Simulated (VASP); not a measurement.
Runs of VASP 6.6.1 on Al. The structure is that of space group Immm (No. 71), or close to it. The cells are those of the table. 

| cell | gap on the mesh (eV) | pressure (GPa) |
| --- | --- | --- |
| a = 2.864, b = 2.996 Å, angles 58.5, 56.9, 58.5°, 1 atom | none | 0.4 |
| a = 2.865, b = 3.050 Å, angles 57.8, 55.6, 57.8°, 1 atom | none | (a) |
| a = 2.865, b = 3.023 Å, angles 58.1, 56.3, 58.1°, 1 atom | none | 0.8 |
| a = 2.866, b = 2.648 Å, angles 62.5, 64.9, 62.5°, 1 atom | none | 1.8 |

Alike in all rows: task single point; level PBE; potentials or basis VASP PAW PBE potentials, release 64 (Al); no spin polarisation; k mesh 20 × 20 × 20; cutoff (eV) 520; smearing gaussian 0.15 eV.

Task: Estimate the missing entries.

Result: (a) 1.3.

A gap of «none» marks levels without a gap at the run's occupations.
